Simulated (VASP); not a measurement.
A run of VASP 6.6.1:

Contents of INCAR:

```
SYSTEM = BeTe
  ALGO = Normal
  EDIFF = 1E-7
  EDIFFG = -0.01
  ENCUT = 600
  GGA = PE
  GGA_COMPAT = .False.
  IBRION = 2
  ISIF = 3
  ISMEAR = 1
  LASPH = .True.
  LCHARG = .False.
  LREAL = .False.
  LWAVE = .False.
  NELM = 120
  NELMIN = 4
  NSW = 80
  PREC = Accurate
  SIGMA = 0.01
```

The input KPOINTS:

```
k-points
0
Gamma
  5 5 5
  0 0 0
```

The input POSCAR:

```
BeTe
1.0
    0.0000000000      2.7700000000      2.7700000000
    2.7700000000      0.0000000000      2.7700000000
    2.7700000000      2.7700000000      0.0000000000
Be Te
1 1
Direct
    0.0000000000      0.0000000000      0.0000000000
    0.2500000000      0.2500000000      0.2500000000
```

Potentials or basis: VASP PAW PBE potentials, release 64 (Be, Te).

Run with:

```sh
$ cat potpaw_PBE.64/Be/POTCAR potpaw_PBE.64/Te/POTCAR > POTCAR
$ mpirun -np 1 vasp_std > vasp.out
```

Hardware: 1 thread of AMD EPYC 7R43 64-Core Processor (Zen 3), on a shared host.

Problem. Estimate the wall time of this run.

Solution. Run time: 20 s on 1 thread of AMD EPYC 7R43 64-Core Processor (Zen 3), on a shared host, peak memory 0.15 GiB. Counts: scf iterations 29, k points 10, ion steps 3.
